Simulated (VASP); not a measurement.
# Al in VASP: a series of runs

Runs on Al. Level: PBE. Tasks: single point.

Program: VASP 6.6.1. These are calculated values, not measurements. Logs are shortened: lines on timing, memory, paths and dates and some standing lists are left out, and cuts for length are marked.

## 1. The cell of the first run

The cell holds a slab with vacuum, 17 atoms: a = 5.728 Å, b = 5.728 Å, c = 19.075 Å, α = 90.00°, β = 90.00°, γ = 90.00°.

## 2. Single point, PBE

The input, INCAR:

```
SYSTEM = Al
PREC     = Accurate       ! precision mode
ENCUT    = 520            ! plane-wave cutoff, eV
EDIFF    = 1E-7           ! SCF threshold, eV
ISMEAR   = 0              ! smearing method
SIGMA    = 0.15           ! smearing width, eV
LREAL    = Auto         
LASPH    = .True.         ! aspherical terms in the spheres
NELM     = 60             ! most SCF steps
ALGO     = Normal         ! electronic algorithm
ISIF     = 2              ! what is computed and relaxed
LWAVE    = .False.        ! write WAVECAR
LCHARG   = .True.         ! write CHGCAR
GGA      = PE             ! functional
LELF     = .True.         ! ELF
LVHAR    = .True.       
NBANDS   = 40             ! bands
```

The input, KPOINTS:

```
Automatic mesh
0
Gamma
  3 3 1
  0 0 0
```

The input, POSCAR:

```
Al
1.0
    5.7275650000      0.0000000000      0.0000000000
    0.0000000000      5.7275650000      0.0000000000
    0.0000000000      0.0000000000     19.0750000000
Al
17
Direct
    0.2500000000      0.2500000000      0.0524246000
    0.7500000000      0.2500000000      0.0524246000
    0.2500000000      0.7500000000      0.0524246000
    0.7500000000      0.7500000000      0.0524246000
    0.0067562789     -0.0013735364      0.1591482121
    0.5069395861      0.0003649837      0.1599622331
    0.0066946109      0.5010596729      0.1591456774
    0.5069424275      0.4993808042      0.1599806553
    0.3053780184      0.2492596794      0.2742046625
    0.8035439938      0.2493941665      0.2702842252
    0.3166423718      0.7492807269      0.2801821546
    0.8176427230      0.7493825142      0.2751414420
    0.0665297512      0.0067692434      0.3812817881
    0.5812680810      0.0073683374      0.3808654907
    0.0664734165      0.4915315559      0.3812725329
    0.5812919745      0.4909121313      0.3808853289
    0.3291539466      0.7490349512      0.4717994044
```

Potentials or basis: VASP PAW PBE potentials, release 64 (Al).

The run is started by

```sh
> cat potpaw_PBE.64/Al/POTCAR > POTCAR
> mpirun -np 1 vasp_std > vasp.out
```

OUTCAR:

```text
SYSTEM = Al
   PREC = Accurate
   ENCUT = 520
   EDIFF = 1E-7
   ISMEAR = 0
   LREAL = Auto
   LASPH = .True.
   NELM = 60
   ISIF = 2
   GGA = PE

 ion  position               nearest neighbor table
   1  0.250  0.250  0.052-   7 2.86   5 2.86   2 2.86   3 2.86   3 2.86   2 2.86   8 2.90   6 2.90

   2  0.750  0.250  0.052-   8 2.86   6 2.86   1 2.86   4 2.86   4 2.86   1 2.86   7 2.89   5 2.89

   3  0.250  0.750  0.052-   5 2.85   7 2.85   1 2.86   4 2.86   1 2.86   4 2.86   6 2.90   8 2.90
[... 12 lines left out ...]
                            16 2.92  14 2.93   5 3.13   7 3.13
  10  0.804  0.249  0.270-   5 2.81   7 2.82  16 2.83  14 2.83   9 2.85  12 2.87  12 2.87   9 2.88
                            15 2.95  13 2.95   6 3.06   8 3.06
  11  0.317  0.749  0.280-  13 2.82  15 2.82  14 2.86  16 2.86  12 2.86   9 2.87   9 2.87  12 2.87
                             8 2.91   6 2.92   7 3.24   5 3.24
  12  0.818  0.749  0.275-  14 2.84   7 2.84  16 2.84   5 2.85  11 2.86  10 2.87  10 2.87  11 2.87
                            13 2.88  15 2.88   8 3.17   6 3.17
  13  0.067  0.007  0.381-  17 2.72  15 2.78  14 2.78  11 2.82   9 2.82  12 2.88  10 2.95  14 2.95
                            15 2.95
  14  0.581  0.007  0.381-  17 2.70  16 2.77  13 2.78  10 2.83  12 2.84  11 2.86   9 2.93  13 2.95
                            16 2.96
  15  0.066  0.492  0.381-  17 2.72  13 2.78  16 2.78  11 2.82   9 2.82  12 2.88  10 2.95  16 2.95
                            13 2.95
  16  0.581  0.491  0.381-  17 2.70  14 2.77  15 2.78  10 2.83  12 2.84  11 2.86   9 2.92  15 2.95
                            14 2.96
  17  0.329  0.749  0.472-  16 2.70  14 2.70  15 2.72  13 2.72

  LATTYP: Found a simple tetragonal cell.
 ALAT       =     5.7275650000
 C/A-ratio  =     3.3303856002

  Lattice vectors:

 A1 = (   5.7275650000,   0.0000000000,   0.0000000000)
 A2 = (   0.0000000000,   5.7275650000,   0.0000000000)
 A3 = (   0.0000000000,   0.0000000000,  19.0750000000)

Analysis of symmetry for initial positions (statically):
=====================================================================
 Subroutine PRICEL returns:
 Original cell was already a primitive cell.

 Routine SETGRP: Setting up the symmetry group for a
 simple tetragonal supercell.

 Subroutine GETGRP returns: Found  1 space group operations
 (whereof  1 operations were pure point group operations)
 out of a pool of 16 trial point group operations.

The static configuration has the point symmetry C_1 .

Analysis of symmetry for dynamics (positions and initial velocities):
=====================================================================
 Subroutine PRICEL returns:
 Original cell was already a primitive cell.

 Routine SETGRP: Setting up the symmetry group for a
 simple tetragonal supercell.
[... 125 lines left out ...]
   PSTRESS=    0.0 pullay stress
   NELECT =      51.0000    total number of electrons
   NUPDOWN=      -1.0000    fix difference up-down
   EMIN   =  10.00;   EMAX   =-10.00  energy-range for DOS
   EFERMI =   0.00;   METHOD = LEGACY
   ISMEAR =     0;   SIGMA  =   0.15  broadening in eV -4-tet -1-fermi 0-gaus
   EFERMI_NEDOS =   21; number of points for ismear=-14 and -15
   IALGO  =     38    algorithm
   IMIX   =      4    mixing-type and parameters
     AMIX     =   0.40;   BMIX     =  1.00
     AMIX_MAG =   1.60;   BMIX_MAG =  1.00
  volume/ion in A,a.u.               =      36.81       248.40
  Fermi-wavevector in a.u.,A,eV,Ry     =   0.709790  1.341309  6.854645  0.503802
  Thomas-Fermi vector in A             =   1.796466
   LORBIT       =      0    0 simple, 1 ext, 2 COOP (PROOUT), +10 PAW based schemes
   GGA     = PE    functional components
   LHFCALC =     F    Hartree Fock is set to
   AEXX    =    0.0000 exact exchange contribution
   IVDW    =     0    specifies the selected vdW correction
   LEPSILON=     F    determine dielectric tensor
   LRPA    =     F    only Hartree local field effects (RPA)
 non-spin polarized calculation
 Gauss-broadening in eV      SIGMA  =   0.15
  energy-cutoff  :      520.00
  volume of cell :      625.76
 maximum number of plane-waves:     16899
 NGX is ok and might be reduce to    42
   NGX = 21   NGY = 21   NGZ = 71

 number of electron      51.0000000 magnetization

 Free energy of the ion-electron system (eV)
  ---------------------------------------------------
  ext. energy  EPLUGINS =         0.00000000
  ---------------------------------------------------
  free energy    TOTEN  =       -59.64714310 eV

  energy without entropy =      -59.56281959  energy(sigma->0) =      -59.60498135

 E-fermi :   1.1921     XC(G=0):  -5.7375

 val. band max:        1.1216571152   @ k =   0.0000   0.3333   0.0000
 cond. band min:       1.2046092355   @ k =   0.0000   0.0000   0.0000
 fundamental gap:      0.0829521202
 Fermi energy:         1.1920654439

 k-point     1 :       0.0000    0.0000    0.0000
  band No.  band energies     occupation
      1      -9.1146      2.00000
      2      -8.0585      2.00000
      3      -6.0702      2.00000
      4      -4.7900      2.00000
      5      -4.6946      2.00000
      6      -4.6767      2.00000
[... 189 lines left out ...]
     36       3.9312      0.00000
     37       4.1632      0.00000
 [bands above 37 left out]

------------------------ aborting loop because EDIFF is reached ----------------------------------------

  FORCE on cell =-STRESS in cart. coord.  units (eV):
  Direction    XX          YY          ZZ          XY          YZ          ZX
  --------------------------------------------------------------------------------------
  -------------------------------------------------------------------------------------
  Total       -8.9408867     -9.2831771      0.0190282     -0.0099479      0.0129467      0.0315081
  in kB      -22.8921494    -23.7685462      0.0487197     -0.0254706      0.0331487      0.0806731
  external PRESSURE =     -15.5373253 kB  Pullay stress =       0.0000000 kB

 VOLUME and BASIS-vectors are now :
 -----------------------------------------------------------------------------
  energy-cutoff  :      520.00
  volume of cell :      625.76
      direct lattice vectors                 reciprocal lattice vectors
     5.727565000  0.000000000  0.000000000     0.174594265  0.000000000  0.000000000
     0.000000000  5.727565000  0.000000000     0.000000000  0.174594265  0.000000000
     0.000000000  0.000000000 19.075000000     0.000000000  0.000000000  0.052424640

 POSITION                                       TOTAL-FORCE (eV/Angst)
 -----------------------------------------------------------------------------------
      1.43189      1.43189      1.00000         0.052682     -0.000083     -0.021232
      4.29567      1.43189      1.00000        -0.029212      0.000012      0.059756
      1.43189      4.29567      1.00000        -0.000062     -0.000227     -0.024675
      4.29567      4.29567      1.00000        -0.027817     -0.000874     -0.001595
      0.03870      5.71970      3.03575         0.001834     -0.000058     -0.007557
      2.90353      0.00209      3.05128         0.001225     -0.006210     -0.008262
[... 9 lines left out ...]
      3.32939      2.81173      7.26539         0.004431     -0.003164      0.000348
      1.88525      4.29015      8.99957         0.000422      0.000337     -0.001454
 -----------------------------------------------------------------------------------
    total drift:                               -0.009666     -0.002725      0.012798

  FREE ENERGIE OF THE ION-ELECTRON SYSTEM (eV)
  ---------------------------------------------------
  free  energy   TOTEN  =       -59.6471430972 eV

  energy  without entropy=      -59.5628195931  energy(sigma->0) =      -59.60498135
```

stdout:

```text
POSCAR found type information on POSCAR Al
 POSCAR found :  1 types and      17 ions
 scaLAPACK will be used
 LDA part: xc-table for (Slater+PW92), standard interpolation
 POSCAR, INCAR and KPOINTS ok, starting setup
 FFT: planning ... GRIDC
 FFT: planning ... GRID_SOFT
 FFT: planning ... GRID
 WAVECAR not read
 entering main loop
```

Run time: 7.9 min. Hardware: 1 thread of AMD EPYC 7R43 (Zen 3), shared host; peak memory 0.58 GiB.

Results:

* Free energy: -59.6471 eV
* Largest force: 0.067 eV/Å
* Band gap on the k mesh: zero (an odd number of electrons rules out a gap without spin polarisation)

Forces on the atoms (eV/Å):
```
Al   0.053  0.000 -0.021
Al  -0.029  0.000  0.060
Al   0.000  0.000 -0.025
Al  -0.028 -0.001 -0.002
Al   0.002  0.000 -0.008
Al   0.001 -0.006 -0.008
Al   0.002  0.001 -0.008
Al   0.001  0.006 -0.009
Al   0.003  0.000  0.006
Al  -0.005  0.000  0.001
Al  -0.005  0.000  0.005
Al  -0.003 -0.002  0.009
Al  -0.001  0.003  0.000
Al   0.004  0.004 -0.001
Al  -0.001 -0.001  0.000
Al   0.004 -0.003  0.000
Al   0.000  0.000 -0.001
```

Caveat: the k points lie up to 0.37 Å⁻¹ apart, too coarse for converged energies and pressures of a metal; there is no dipole correction, which matters where the two faces differ.

## 3. Single point, PBE

The input, INCAR:

```
PREC = Accurate
ENCUT = 520
EDIFF = 1E-6
ISMEAR = 0
SIGMA = 0.15
LREAL = Auto
LASPH = T
NELM = 60
ALGO = Normal
ISIF = 2
LWAVE = F
LCHARG = F
GGA = PE
NBANDS = 40
```

The input, KPOINTS:

```
Automatic mesh
0
Gamma
  3 3 1
```

The input, POSCAR:

```
Al
1.0
    5.7275650000      0.0000000000      0.0000000000
    0.0000000000      5.7275650000      0.0000000000
    0.0000000000      0.0000000000     19.0750000000
Al
17
Direct
    0.2499999564      0.2499999564      0.0524245872
    0.7500000436      0.2499999564      0.0524245872
    0.2499999564      0.7500000436      0.0524245872
    0.7500000436      0.7500000436      0.0524245872
    0.0067562743     -0.0013735331      0.1591482045
    0.5069395109      0.0003649020      0.1599622543
    0.0066946425      0.5010596999      0.1591456881
    0.5069424790      0.4993808014      0.1599806553
    0.3053779398      0.2492596767      0.2742046658
    0.8035439144      0.2493941143      0.2702842464
    0.3166424126      0.7492807153      0.2801821756
    0.8176427505      0.7493825037      0.2751414417
    0.0665296684      0.0067691942      0.3812817824
    0.5812681305      0.0073684018      0.3808654784
    0.0664734490      0.4915315671      0.3812725557
    0.5812920499      0.4909121066      0.3808853473
    0.3291540122      0.7490348866      0.4717994233
```

Potentials or basis: VASP PAW PBE potentials, release 64 (Al).

The run is started by

```sh
> cat potpaw_PBE.64/Al/POTCAR > POTCAR
> mpirun -np 1 vasp_std > vasp.out
```

Run time: 7.9 min. Hardware: 1 thread of AMD EPYC 7R43 (Zen 3), shared host; peak memory 0.58 GiB.

It converged, with:

```
Free energy            : -59.6471 eV
Largest force          : 0.067 eV/Å
Band gap on the k mesh : zero (an odd number of electrons rules out a gap without spin polarisation)
```

Forces on the atoms (eV/Å):
```
Al   0.053  0.000 -0.021
Al  -0.029  0.000  0.060
Al   0.000  0.000 -0.025
Al  -0.028 -0.001 -0.002
Al   0.002  0.000 -0.008
Al   0.001 -0.006 -0.008
Al   0.002  0.001 -0.008
Al   0.001  0.006 -0.009
Al   0.003  0.000  0.006
Al  -0.005  0.000  0.001
Al  -0.005  0.000  0.005
Al  -0.003 -0.002  0.009
Al  -0.001  0.003  0.000
Al   0.004  0.004 -0.001
Al  -0.001 -0.001  0.000
Al   0.004 -0.003  0.000
Al   0.000  0.000 -0.001
```

Levels at points of the mesh, in eV from the Fermi level:
| k point | band 22 | band 23 | band 24 | band 25 | band 26 | band 27 | band 28 | band 29 | band 30 | band 31 |
| --- | --- | --- | --- | --- | --- | --- | --- | --- | --- | --- |
| (0.00, 0.00, 0.00) | -1.00 | -0.78 | -0.75 | -0.62 | -0.59 | -0.10 | 0.01 | 0.21 | 0.25 | 0.89 |

Caveat: the k points lie up to 0.37 Å⁻¹ apart, too coarse for converged energies and pressures of a metal; there is no dipole correction, which matters where the two faces differ.

## 4. Single point, PBE

The input, INCAR:

```
  PREC = Accurate
  ENCUT = 520
  EDIFF = 1E-7
  ISMEAR = 0
  SIGMA = 0.15
  LREAL = Auto
  LASPH = True
  NELM = 80
  ALGO = Normal
  ISIF = 2
  LWAVE = False
  LCHARG = False
  GGA = PE
  NBANDS = 40
```

KPOINTS is that of step 3.

The input, POSCAR:

```
Al
1.0
    5.7275650000      0.0000000000      0.0000000000
    0.0000000000      5.7275650000      0.0000000000
    0.0000000000      0.0000000000     19.0750000000
Al
17
Direct
    0.2499999564      0.2499999564      0.0524245872
    0.7500000436      0.2499999564      0.0524245872
    0.2499999564      0.7500000436      0.0524245872
    0.7500000436      0.7500000436      0.0524245872
   -0.0008661621     -0.0009759819      0.1580869201
    0.5000142294      0.0022966130      0.1592755963
   -0.0008820502      0.5008329019      0.1580878113
    0.5000196419      0.4975664178      0.1592758585
    0.2593479079      0.2494274618      0.2718550459
    0.7678458472      0.2494761736      0.2699613106
    0.2639601646      0.7494474528      0.2734958322
    0.7729845056      0.7494608966      0.2722151507
    0.0272061513     -0.0025124115      0.3814857667
    0.5298447071      0.0079084218      0.3740514810
    0.0272133097      0.5012067083      0.3814866055
    0.5298541352      0.4907417026      0.3740434600
    0.3735674759      0.7492615099      0.4808459240
```

The run is started by

```sh
> cat potpaw_PBE.64/Al/POTCAR > POTCAR
> mpirun -np 1 vasp_std > vasp.out
```

Run time: 7.6 min. Hardware: 1 thread of AMD EPYC 7R43 (Zen 3), shared host; peak memory 0.58 GiB.

Results (log left out):

```yaml
Free_energy: -59.4023 eV
Largest_force: 0.580 eV/Å
Band_gap_on_the_k_mesh: zero (an odd number of electrons rules out a gap without spin polarisation)
```

Forces in eV/Å, atoms in the order of the input:
```
Al   0.030  0.000 -0.043
Al  -0.063  0.000 -0.019
Al  -0.030  0.000 -0.031
Al  -0.039  0.000 -0.038
Al  -0.005  0.001  0.005
Al  -0.004 -0.004  0.003
Al  -0.005 -0.001  0.005
Al  -0.004  0.005  0.003
Al   0.046  0.000  0.020
Al   0.052  0.000 -0.005
Al   0.072 -0.001  0.043
Al   0.069  0.001  0.028
Al   0.105  0.009  0.053
Al   0.119 -0.001  0.028
Al   0.105 -0.011  0.053
Al   0.118  0.000  0.027
Al  -0.565  0.001 -0.130
```

Levels at points of the mesh, in eV from the Fermi level:
| k point | band 23 | band 24 | band 25 | band 26 | band 27 | band 28 | band 29 | band 30 |
| --- | --- | --- | --- | --- | --- | --- | --- | --- |
| (0.00, 0.00, 0.00) | -0.89 | -0.86 | -0.57 | -0.55 | -0.12 | -0.02 | 0.28 | 0.30 |

Caveat: the k points lie up to 0.37 Å⁻¹ apart, too coarse for converged energies and pressures of a metal; there is no dipole correction, which matters where the two faces differ.

The gap in the log of VASP goes by the Fermi energy; the results here count the filled bands.